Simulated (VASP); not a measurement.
# Ba (Fmmm) in VASP: relaxation of cell and atoms with PBEsol

Aim: the relaxation of cell and atoms of Ba with PBEsol.

All numbers are computed with VASP 6.6.1; they aren't measurements. Logs are shortened: lines on timing, memory, paths and dates and some standing lists are left out, and cuts for length are marked.

## Step 1: The cell of the first run

The typed cell holds 2 atoms: a = 3.405 Å, b = 3.405 Å, c = 4.764 Å, α = 90.00°, β = 90.00°, γ = 89.83°.

## Step 2: Relaxation of cell and atoms, PBEsol, target pressure 25 GPa, at which the enthalpy is minimised

File INCAR:

```
  ALGO = Fast
  EDIFF = 1E-6
  EDIFFG = -0.008
  ENCUT = 600
  GGA = PS
  IBRION = 2
  ISIF = 3
  ISMEAR = 0
  LASPH = True
  LCHARG = False
  LREAL = False
  LWAVE = False
  NELM = 60
  NSW = 70
  PREC = Accurate
  PSTRESS = 250.0
  SIGMA = 0.1
```

File KPOINTS:

```
k-points
0
Gamma
  12 12 10
```

File POSCAR:

```
Ba
1.0
    2.4111603656     -2.4040684852      0.0000000000
    2.4111603656      2.4040684852      0.0000000000
    0.0000000000      0.0000000000      4.7641032313
Ba
2
Direct
    0.7499959190      0.2500040810      0.2500000000
    0.2500040810      0.7499959190      0.7500000000
```

Potentials or basis: VASP PAW PBE potentials, release 64 (Ba_sv).

Run with:

```sh
$ cat potpaw_PBE.64/Ba_sv/POTCAR > POTCAR
$ mpirun -np 1 vasp_std > vasp.out
```

OUTCAR:

```text
EDIFF = 1E-6
   EDIFFG = -0.008
   ENCUT = 600
   GGA = PS
   IBRION = 2
   ISIF = 3
   ISMEAR = 0
   LASPH = True
   LREAL = False
   NELM = 60
   NSW = 70
   PREC = Accurate
   PSTRESS = 250.0

 ion  position               nearest neighbor table
   1  0.750  0.250  0.250-   2 3.38   2 3.38   2 3.38   2 3.38   2 3.39   2 3.39   2 3.39   2 3.39

   2  0.250  0.750  0.750-   1 3.38   1 3.38   1 3.38   1 3.38   1 3.39   1 3.39   1 3.39   1 3.39

  LATTYP: Found a base centered orthorhombic cell.
 ALAT       =     4.8081369704
 B/A-ratio  =     1.0029499494
 C/A-ratio  =     0.9908418293

  Lattice vectors:

 A1 = (  -2.4111603656,  -2.4040684852,   0.0000000000)
 A2 = (   2.4111603656,  -2.4040684852,   0.0000000000)
 A3 = (   0.0000000000,   0.0000000000,   4.7641032313)

Analysis of symmetry for initial positions (statically):
=====================================================================
 Subroutine PRICEL returns:
 Original cell was already a primitive cell.

 Routine SETGRP: Setting up the symmetry group for a
 base centered orthorhombic supercell.

 Subroutine GETGRP returns: Found  8 space group operations
 (whereof  4 operations were pure point group operations)
 out of a pool of  8 trial point group operations.

The static configuration has the point symmetry C_2h.
 The point group associated with its full space group is D_2h.

Analysis of symmetry for dynamics (positions and initial velocities):
=====================================================================
 Subroutine PRICEL returns:
 Original cell was already a primitive cell.

 Routine SETGRP: Setting up the symmetry group for a
 base centered orthorhombic supercell.

 Subroutine GETGRP returns: Found  8 space group operations
 (whereof  4 operations were pure point group operations)
 out of a pool of  8 trial point group operations.

The dynamic configuration has the point symmetry C_2h.
 The point group associated with its full space group is D_2h.

 Subroutine INISYM returns: Found  8 space group operations
 (whereof  4 operations are pure point group operations),
 and found     1 'primitive' translations

----------------------------------------------------------------------------------------

                                     Primitive cell

  volume of cell :      55.2312

[... 100 lines left out ...]
   NUPDOWN=      -1.0000    fix difference up-down
   EMIN   =  10.00;   EMAX   =-10.00  energy-range for DOS
   EFERMI =   0.00;   METHOD = LEGACY
   ISMEAR =     0;   SIGMA  =   0.10  broadening in eV -4-tet -1-fermi 0-gaus
   EFERMI_NEDOS =   21; number of points for ismear=-14 and -15
   IALGO  =     68    algorithm
   IMIX   =      4    mixing-type and parameters
     AMIX     =   0.40;   BMIX     =  1.00
     AMIX_MAG =   1.60;   BMIX_MAG =  1.00
  volume/ion in A,a.u.               =      27.62       186.36
  Fermi-wavevector in a.u.,A,eV,Ry     =   1.166873  2.205070 18.525581  1.361592
  Thomas-Fermi vector in A             =   2.303380
   LORBIT       =      0    0 simple, 1 ext, 2 COOP (PROOUT), +10 PAW based schemes
   GGA     = PS    functional components
   LHFCALC =     F    Hartree Fock is set to
   AEXX    =    0.0000 exact exchange contribution
   IVDW    =     0    specifies the selected vdW correction
   LEPSILON=     F    determine dielectric tensor
   LRPA    =     F    only Hartree local field effects (RPA)
 conjugate gradient relaxation of ions
 non-spin polarized calculation
 RMM-DIIS sequential band-by-band and
 Gauss-broadening in eV      SIGMA  =   0.10
  energy-cutoff  :      600.00
  volume of cell :       55.23
 maximum number of plane-waves:      1874
   NGX = 13   NGY = 13   NGZ = 19

--------------------------------------- Ionic step        1  -------------------------------------------

 number of electron      19.9999999 magnetization

 Free energy of the ion-electron system (eV)
  ---------------------------------------------------
  ext. energy  EPLUGINS =         0.00000000
  ---------------------------------------------------
  free energy    TOTEN  =        -2.13366836 eV

  energy without entropy =       -2.11999337  energy(sigma->0) =       -2.12683086

------------------------ aborting loop because EDIFF is reached ----------------------------------------

  FORCE on cell =-STRESS in cart. coord.  units (eV):
  Direction    XX          YY          ZZ          XY          YZ          ZX
  --------------------------------------------------------------------------------------
  -------------------------------------------------------------------------------------
  Total        6.5663181      6.5994624      6.5537780      0.0000000      0.0000000      0.0000000
  in kB      190.4795732    191.4410417    190.1158030      0.0000000      0.0000000      0.0000000
  external PRESSURE =     -59.3211940 kB  Pullay stress =     250.0000000 kB
[... 177 lines left out ...]
--------------------------------------- Ionic step        6  -------------------------------------------

 number of electron      20.0000000 magnetization

 Free energy of the ion-electron system (eV)
  ---------------------------------------------------
  ext. energy  EPLUGINS =         0.00000000
  ---------------------------------------------------
  free energy    TOTEN  =        -1.57119051 eV

  energy without entropy =       -1.55901620  energy(sigma->0) =       -1.56510335

 E-fermi :   6.1399     XC(G=0): -11.0914

 val. band max:        6.1357452272   @ k =  -0.2500   0.1667   0.1000
 cond. band min:       6.1412560637   @ k =  -0.4167   0.1667   0.0000
 fundamental gap:      0.0055108365
 Fermi energy:         6.1398692047

 k-point     1 :       0.0000    0.0000    0.0000
  band No.  band energies     occupation
      1     -23.0513      2.00000
      2     -21.4861      2.00000
      3      -9.7309      2.00000
      4      -7.0801      2.00000
      5      -7.0766      2.00000
      6      -5.2335      2.00000
      7      -5.2329      2.00000
      8      -5.2271      2.00000
      9       3.1721      2.00000
     10       3.8834      2.00000
     11       5.0044      2.00000
     12       8.4847      0.00000
     13       8.4913      0.00000
     14       8.5952      0.00000
[... 377 lines left out ...]
      1     -22.0550      2.00000
      2     -21.6600      2.00000
      3      -9.0437      2.00000
      4      -8.6210      2.00000
      5      -8.0049      2.00000
      6      -6.9396      2.00000
      7      -6.7061      2.00000
      8      -6.2069      2.00000
      9       5.9295      1.99706
     10       6.0987      1.44005
     11       6.1413      0.98435
     12       7.3638      0.00000
     13       8.3598      0.00000
     14       8.8993      0.00000

 [... further k-points ...]
[... 5 lines left out ...]
  --------------------------------------------------------------------------------------
  -------------------------------------------------------------------------------------
  Total        7.9778817      7.9849279      7.9757761      0.0000000      0.0000000      0.0000000
  in kB      250.0774871    250.2983604    250.0114836      0.0000000      0.0000000      0.0000000
  external PRESSURE =       0.1291104 kB  Pullay stress =     250.0000000 kB
[... 21 lines left out ...]
  energy  without entropy=       -1.5590161983  energy(sigma->0) =       -1.56510335

  enthalpy is  TOTEN    =         6.4042192060 eV   P V=        7.9754097155

 reached required accuracy - stopping structural energy minimisation
```

It took 21 min on 1 thread of Intel Xeon 8259CL, shared host; peak memory 0.37 GiB.

What came out:

```yaml
Free_energy: -1.5712 eV
Relaxed_volume: 25.56 Å³/atom
Relaxed_cell: a = 3.316 Å, b = 3.316 Å, c = 4.648 Å, α = 90.00°, β = 90.00°, γ = 89.97°
Space_group_after_relaxing_to_0.1_Å: Fm-3m (No. 225)
Energy_change_on_relaxing_the_run_minimises_the_enthalpy: +281.2 meV/atom
Ionic_steps: 6
Pressure_after_relaxing: 25.0 GPa
Band_gap_on_the_k_mesh: zero (bands 10 and 11 overlap by 3.35 eV)
```

The path:
| step | energy change (eV) | largest force (eV/Å) | pressure (GPa) | volume (Å³) |
| --- | --- | --- | --- | --- |
| 1 | 0.0000 | 0.0001 | 19.07 | 55.23 |
| 2 | 1.2221 | 0.0001 | 33.50 | 47.45 |
| 3 | 0.5498 | 0.0001 | 24.89 | 51.19 |
| 4 | 0.5621 | 0.0001 | 25.01 | 51.11 |
| 5 | 0.5622 | 0.0001 | 25.01 | 51.11 |
| 6 | 0.5625 | 0.0000 | 25.01 | 51.11 |

Final structure:
```cif
data_structure
_symmetry_space_group_name_H-M 'P 1'
_symmetry_Int_Tables_number 1
_cell_length_a 3.3161
_cell_length_b 3.3161
_cell_length_c 4.6479
_cell_angle_alpha 90.000
_cell_angle_beta 90.000
_cell_angle_gamma 89.969
_cell_volume 51.11
loop_
_atom_site_label
_atom_site_type_symbol
_atom_site_fract_x
_atom_site_fract_y
_atom_site_fract_z
_atom_site_occupancy
Ba1 Ba 0.75000 0.25000 0.25000 1
Ba2 Ba 0.25000 0.75000 0.75000 1
```

Levels at points of the mesh, in eV from the Fermi level:
| k point | band 6 | band 7 | band 8 | band 9 | band 10 | band 11 | band 12 | band 13 | band 14 |
| --- | --- | --- | --- | --- | --- | --- | --- | --- | --- |
| (0.00, 0.00, 0.00) | -11.37 | -11.37 | -11.37 | -2.97 | -2.26 | -1.14 | 2.34 | 2.35 | 2.46 |
| (0.50, 0.00, 0.00) | -13.74 | -12.05 | -12.05 | 0.23 | 0.23 | 2.07 | 2.07 | 2.87 | 2.87 |
| (0.50, 0.50, 0.00) | -13.18 | -13.13 | -13.13 | -2.92 | -2.92 | -2.21 | -2.21 | 9.80 | 9.81 |
| (0.00, 0.00, 0.50) | -12.39 | -12.39 | -12.39 | -0.65 | -0.65 | -0.18 | -0.18 | 4.73 | 4.73 |
| (0.50, 0.00, 0.50) | -12.02 | -11.96 | -11.96 | -1.45 | -1.45 | 1.84 | 1.84 | 1.99 | 1.99 |
| (0.50, 0.50, 0.50) | -14.75 | -13.53 | -13.53 | -0.34 | -0.34 | 2.23 | 2.23 | 2.24 | 2.24 |

Caveat: the cell is relaxed towards a set pressure, so the run minimises the enthalpy, not the energy; the PAW data sets were made with another functional, which shifts forces and pressure a little; spin-orbit coupling is left out, which moves the levels of the heavy elements.
